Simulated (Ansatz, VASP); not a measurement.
## Two plane-wave programs on Ta2N

File INCAR:

```
SYSTEM = Ta2N
  PREC = Accurate
  ENCUT = 520
  EDIFF = 1E-6
  ISMEAR = 0
  SIGMA = 0.15
  LREAL = .FALSE.
  LASPH = .TRUE.
  NELM = 100
  ALGO = Normal
  ISIF = 2
  LWAVE = .FALSE.
  LCHARG = .FALSE.
  GGA = PS
  NBANDS = 36
```

File KPOINTS:

```
Automatic mesh
0
G
  17 17 5
  0 0 0
```

Contents of POSCAR:

```
Ta2N
1.0
   -3.0786153856      0.0000000000      0.0000000000
   -1.5393076928     -2.6661591324      0.0000000000
    0.0000000000      0.0000000000     12.6465143614
Ta N
4 2
Direct
    0.6666666667      0.6666666667      0.0939194252
    0.6666666667      0.6666666667      0.4753096678
    0.3333333333      0.3333333333      0.6688610600
    0.3333333333      0.3333333333      0.2874708174
    0.0000000000      0.0000000000      0.1906951213
    0.0000000000      0.0000000000      0.5720853639
```

Input for Ansatz:

```yaml
crystal:
  lattice:
    - [-3.0786153856, 0.0, 0.0]
    - [-1.5393076928, -2.6661591324, 0.0]
    - [0.0, 0.0, 12.6465143614]
  atoms:
    - { symbol: Ta, position: [0.6666666667, 0.6666666667, 0.0939194252] }
    - { symbol: Ta, position: [0.6666666667, 0.6666666667, 0.4753096678] }
    - { symbol: Ta, position: [0.3333333333, 0.3333333333, 0.66886106] }
    - { symbol: Ta, position: [0.3333333333, 0.3333333333, 0.2874708174] }
    - { symbol: "N", position: [0.0, 0.0, 0.1906951213] }
    - { symbol: "N", position: [0.0, 0.0, 0.5720853639] }
basis:
  ecutwfc: 420
kpoints:
  mp_grid: { grid: [17, 17, 5] }
hamiltonian:
  xc: pbesol
scf:
  occupations: { method: gaussian, width: 0.15 }
output:
  forces: true
  stress: true
  eigenvalues: true
```

Alike in both runs: task single point; functional PBEsol; k mesh 17 × 17 × 5; occupations gaussian, width 0.15 eV; no spin polarisation.

|  | VASP | Ansatz |
| --- | --- | --- |
| version | VASP 6.6.1 | Ansatz 0.2.0 |
| potentials or method | VASP PAW PBE potentials, release 64 (Ta_pv, N), cutoff 520 eV | scalar-relativistic, plane waves, PAW |
| valence electrons in the cell | 54 | 62 |

```csv
,VASP,Ansatz,Ansatz less VASP
gap on the k mesh at the Fermi level (eV),none,none,-
pressure (GPa),-4.9,-5.3,-0.39
"traceless stress, the component that is largest in VASP (GPa)",1.20,1.26,+0.059
rms of the force components (eV/Å),0.103,0.121,+0.0183
```

VASP's potentials were made for PBE, not for PBEsol. Atom by atom the forces differ by 0.024 eV/Å (rms over components). A gap of «none» marks a metal or a gap that the smearing closes. VASP's potentials hold 54 valence electrons a cell and Ansatz's 62, so a difference there can come from the potentials and not from the codes.

Spin-orbit coupling is off throughout.
